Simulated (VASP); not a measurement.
The system is Te.

```
Te
1.0
     3.44206    0.00000    0.00000
    -1.72103    2.98092    0.00000
     0.00000    0.00000    5.62089
Te
2
Cartesian
  0.0000 1.9873 1.4052
  1.7210 0.9936 4.2157
```

```yaml
Program: VASP 6.6.1
Task: relaxation of cell and atoms
Functional: PBEsol
Potentials_or_basis: VASP PAW PBE potentials, release 64 (Te)
Cutoff: 600 eV
k_mesh: 11 × 11 × 6
Occupations: fermi-dirac, width 0.1 eV
Spin: no spin polarisation
```

At the start: pressure -3.8 GPa; volume 28.84 Å³/atom.

Question: Where does the relaxation end?

Answer: Over 26 steps the energy falls by 208.9 meV/atom and the volume is 29.38 Å³/atom (+1.9 %); space group P6_3/mmc (No. 194, to 0.05 Å).

Step by step:
| step | energy change (eV) | largest force (eV/Å) | pressure (GPa) | volume (Å³) |
| --- | --- | --- | --- | --- |
| 1 | 0.0000 | 0.0000 | -3.81 | 57.67 |
| 2 | -0.0608 | 0.0000 | 2.05 | 52.13 |
| 3 | -0.0652 | 0.0000 | 0.64 | 53.18 |
| 4 | -0.0961 | 0.0000 | 1.10 | 52.90 |
| 5 | -0.2194 | 0.0000 | 3.92 | 51.79 |
| 6 | 0.1568 | 0.0000 | 19.58 | 48.33 |
| 7 | -0.2479 | 0.0000 | 5.87 | 51.22 |
| 8 | -0.2418 | 0.0000 | 7.88 | 50.70 |
| 9 | -0.2477 | 0.0000 | 7.11 | 50.89 |
| 10 | -0.2533 | 0.0000 | 7.11 | 50.97 |
| 11 | -0.2672 | 0.0000 | 7.21 | 51.22 |
| 12 | -0.2814 | 0.0000 | 7.57 | 51.68 |
| 13 | -0.2598 | 0.0000 | 8.82 | 52.47 |
| 14 | -0.2809 | 0.0000 | 7.94 | 51.97 |
| 15 | -0.3069 | 0.0000 | 6.98 | 52.57 |
| 16 | -0.3672 | 0.0000 | 4.40 | 54.42 |
| 17 | -0.4172 | 0.0000 | 0.26 | 58.24 |
| 18 | -0.4175 | 0.0000 | -0.04 | 58.58 |
| 19 | -0.4175 | 0.0000 | -0.16 | 58.72 |
| 20 | -0.4176 | 0.0000 | -0.11 | 58.68 |
| 21 | -0.4177 | 0.0000 | 0.01 | 58.59 |
| 22 | -0.4176 | 0.0000 | 0.26 | 58.41 |
| 23 | -0.4177 | 0.0000 | 0.08 | 58.54 |
| 24 | -0.4177 | 0.0000 | 0.07 | 58.56 |
| 25 | -0.4178 | 0.0000 | 0.04 | 58.63 |
| 26 | -0.4178 | 0.0000 | -0.01 | 58.75 |

Final structure:
```
Te
1.0
     3.91538    0.00000    0.00000
    -1.95769    3.39082    0.00000
     0.00000    0.00000    4.42547
Te
2
Direct
  0.33333 0.66667 0.25000
  0.66667 0.33333 0.75000
```

Caveat: the PAW data sets were made with another functional, which shifts forces and pressure a little.
